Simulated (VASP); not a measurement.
Write the native input for VASP 6.6.1 that does the following.

| Quantity | Value |
| --- | --- |
| Task | relaxation of cell and atoms |
| Functional | PBE |
| Potentials or basis | VASP PAW PBE potentials, release 64 (W_sv, C) |
| Cutoff | 600 eV |
| k mesh | 10 × 10 × 8 |
| Occupations | gaussian, width 0.1 eV |
| Spin | no spin polarisation |
| Dipole correction | no |
| Further INCAR settings | ALGO = Normal; EDIFF = 1e-06; IBRION = 2; EDIFFG = -0.01; NSW = 100; ISIF = 3 |

The structure of W3C2 lies in POSCAR:

```
W3C2
1.0
    3.9596745434      0.0000000000      0.0000000000
    0.0000000000      3.9596745434      0.0000000000
    0.0000000000      0.0000000000      4.9947947877
W C
3 2
Direct
    0.5000000000      0.5000000000      0.2393802754
    0.5000000000      0.5000000000      0.7606197246
    0.0000000000      0.0000000000      0.5000000000
    0.0000000000      0.5000000000      0.5000000000
    0.5000000000      0.0000000000      0.5000000000
```

The cell was built from a structure type or drawn by symmetry, and may not be a known phase.

The input as run:

INCAR

```
SYSTEM = W3C2
PREC = Accurate ; ENCUT = 600
EDIFF = 1E-6 ; ISMEAR = 0
SIGMA = 0.1 ; LREAL = .FALSE.
LASPH = .TRUE. ; NELM = 80
ALGO = Normal ; ISIF = 3
LWAVE = .FALSE. ; LCHARG = .FALSE.
GGA = PE ; IBRION = 2
NSW = 100 ; EDIFFG = -0.01
```

KPOINTS

```
regular mesh
0
G
  10 10 8
  0 0 0
```

Potentials or basis: VASP PAW PBE potentials, release 64 (W_sv, C).

Run with:

```sh
$ cat potpaw_PBE.64/W_sv/POTCAR potpaw_PBE.64/C/POTCAR > POTCAR
$ mpirun -np 1 vasp_std > vasp.out
```

Results of the run:

```
Relaxed volume                        : 15.65 Å³/atom
Relaxed cell                          : a = 3.960 Å, b = 3.960 Å, c = 4.990 Å, α = 90.00°, β = 90.00°, γ = 90.00°
Space group after relaxing (to 0.1 Å) : P4/mmm (No. 123)
Energy gained by relaxing             : 1.4 meV/atom
Ionic steps                           : 5
Pressure after relaxing               : 0.0 GPa
Band gap on the k mesh                : zero (bands 25 and 26 overlap by 0.62 eV)
```

Caveat: spin-orbit coupling is left out, which moves the levels of the heavy elements.

It took 4.8 min on 1 thread of Intel(R) Xeon(R) 6975P-C (Granite Rapids), on a shared host, peak memory 0.37 GiB.
